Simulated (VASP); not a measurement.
Set up this calculation in VASP 6.6.1, as the native input.

```yaml
Task: single point
Functional: PBE
Potentials_or_basis: VASP PAW PBE potentials, release 64 (Al)
Cutoff: 520 eV
k_mesh: 18 × 18 × 18
Occupations: gaussian, width 0.05 eV
Spin: no spin polarisation
Dipole_correction: no
Further_INCAR_settings: ALGO = Normal; EDIFF = 1e-07; NBANDS = 8
```

The structure of Al lies in POSCAR:

```
Al
1.0
    0.0000000000      2.0476579416      2.0476579416
    2.0476579416      0.0000000000      2.0476579416
    2.0476579416      2.0476579416      0.0000000000
Al
1
Direct
    0.0000000000      0.0000000000      0.0000000000
```

This cell differs from its parent crystal: volume scaled by 1.040.

One way to write it, as run:

INCAR

```
SYSTEM = Al
ALGO = Normal
EDIFF = 1E-7
ENCUT = 520
GGA = PE
ISIF = 2
ISMEAR = 0
LASPH = .True.
LCHARG = .False.
LREAL = .False.
LWAVE = .False.
NBANDS = 8
NELM = 60
PREC = Accurate
SIGMA = 0.05
```

KPOINTS

```
k-points
0
Gamma
  18 18 18
  0 0 0
```

Potentials or basis: VASP PAW PBE potentials, release 64 (Al).

Run with:

```console
$ cat potpaw_PBE.64/Al/POTCAR > POTCAR
$ mpirun -np 1 vasp_std > vasp.out
```

Results of the run:

```json
{"Pressure": "-2.8 GPa"}
```

Run time: 26 s on 1 thread of AMD EPYC 7R13, on a shared host, peak memory 0.15 GiB.
